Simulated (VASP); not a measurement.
Input of a VASP 6.6.1 run:

INCAR

```
PREC = Accurate
ENCUT = 500
EDIFF = 1E-6
ISMEAR = -1
SIGMA = 0.1
LREAL = False
LASPH = True
NELM = 120
ALGO = Normal
ISIF = 2
LWAVE = False
LCHARG = False
NBANDS = 8
GGA_COMPAT = False
```

Contents of KPOINTS:

```
regular mesh
0
Gamma
  12 12 12
```

The input POSCAR:

```
Al
1.0
    0.0000000000      2.0248050000      2.0248050000
    2.0248050000      0.0000000000      2.0248050000
    2.0248050000      2.0248050000      0.0000000000
Al
1
Direct
    0.0000000000      0.0000000000      0.0000000000
```

Potentials or basis: VASP PAW LDA potentials, release 64 (Al).

Run with:

```console
$ cat potpaw_LDA.64/Al/POTCAR > POTCAR
$ mpirun -np 1 vasp_std > vasp.out
```

Q: What does it give for the pressure?

A: -3.6 GPa.
